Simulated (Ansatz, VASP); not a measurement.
One calculation of Hg, two programs

Contents of INCAR:

```
SYSTEM = Hg
  PREC = Accurate
  ENCUT = 520
  EDIFF = 1E-6
  ISMEAR = 0
  SIGMA = 0.15
  LREAL = .FALSE.
  LASPH = .TRUE.
  NELM = 80
  ALGO = Fast
  ISIF = 2
  LWAVE = .FALSE.
  LCHARG = .FALSE.
  GGA = PS
  IVDW = 12
  NBANDS = 19
```

Contents of KPOINTS:

```
regular mesh
0
G
  18 18 10
  0 0 0
```

Contents of POSCAR:

```
Hg
1.0
    3.0752000000      0.0000000000      0.0000000000
   -1.5376000000      2.6632013217      0.0000000000
    0.0000000000      0.0000000000      5.0554047156
Hg
2
Direct
    0.6666666667      0.3333333333      0.7500000000
    0.3333333333      0.6666666667      0.2500000000
```

Input for Ansatz:

```yaml
crystal:
  lattice:
    - [3.0752, 0.0, 0.0]
    - [-1.5376, 2.6632013217, 0.0]
    - [0.0, 0.0, 5.0554047156]
  atoms:
    - { symbol: Hg, position: [0.6666666667, 0.3333333333, 0.75] }
    - { symbol: Hg, position: [0.3333333333, 0.6666666667, 0.25] }
basis:
  ecutwfc: 420
kpoints:
  mp_grid: { grid: [18, 18, 10] }
hamiltonian:
  xc: pbesol
  dispersion: d3bj
scf:
  occupations: { method: gaussian, width: 0.15 }
output:
  forces: true
  stress: true
  eigenvalues: true
```

Alike in both runs: task single point; functional PBEsol; dispersion D3(BJ); k mesh 18 × 18 × 10; occupations gaussian, width 0.15 eV; no spin polarisation.

```csv
,VASP,Ansatz
version,VASP 6.6.1,Ansatz 0.2.0
potentials or method,"VASP PAW PBE potentials, release 64 (Hg), cutoff 520 eV","scalar-relativistic, plane waves, PAW"
valence electrons in the cell,24,40
```

VASP gave:

* gap on the k mesh at the Fermi level (eV): none
* pressure (GPa): 4.0
* traceless stress, the component that is largest in VASP (GPa): 0.05

Question: Which values does Ansatz return?

Answer: gap on the k mesh at the Fermi level (eV): none; pressure (GPa): 3.2; traceless stress, the component that is largest in VASP (GPa): 0.06.

VASP's potentials were made for PBE, not for PBEsol. A gap of «none» marks a metal or a gap that the smearing closes. VASP's potentials hold 24 valence electrons a cell and Ansatz's 40, so a difference there can come from the potentials and not from the codes.

Spin-orbit coupling is off throughout.
